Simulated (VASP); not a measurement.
Input of a VASP 6.6.1 run:

Contents of INCAR:

```
PREC = Accurate
ENCUT = 520
EDIFF = 1E-6
ISMEAR = 0
SIGMA = 0.1
LREAL = False
LASPH = True
NELM = 80
ALGO = Normal
ISIF = 2
LWAVE = False
LCHARG = False
GGA = PE
NBANDS = 34
```

Contents of KPOINTS:

```
regular mesh
0
Gamma
  10 10 10
```

The input POSCAR:

```
Sn2GeP2
1.0
   -2.7697106990      2.7697106990      3.7480015608
    2.7697106990     -2.7697106990      3.7480015608
    2.7697106990      2.7697106990     -3.7480015608
Sn Ge P
2 1 2
Direct
    0.5000000000      0.0000000000      0.5000000000
    0.0000000000      0.5000000000      0.5000000000
    0.5000000000      0.5000000000      0.0000000000
    0.8489953657      0.8489953657      0.0000000000
    0.1510046343      0.1510046343      0.0000000000
```

Potentials or basis: VASP PAW PBE potentials, release 64 (Sn_d, Ge_d, P).

Command:

```console
$ cat potpaw_PBE.64/Sn_d/POTCAR potpaw_PBE.64/Ge_d/POTCAR potpaw_PBE.64/P/POTCAR > POTCAR
$ mpirun -np 1 vasp_std > vasp.out
```

Q: Estimate the pressure.

A: -0.1 GPa.

Q: Estimate the band gap on the k mesh.

A: Zero (bands 26 and 27 overlap by 2.54 eV).

Q: What does it give for the largest force?

A: 0.039 eV/Å.

Forces on the atoms (eV/Å):
```
Sn   0.000  0.000  0.000
Sn   0.000  0.000  0.000
Ge   0.000  0.000  0.000
P    0.000  0.000  0.039
P    0.000  0.000 -0.039
```

Caveat: spin-orbit coupling is left out, which moves the levels of the heavy elements.
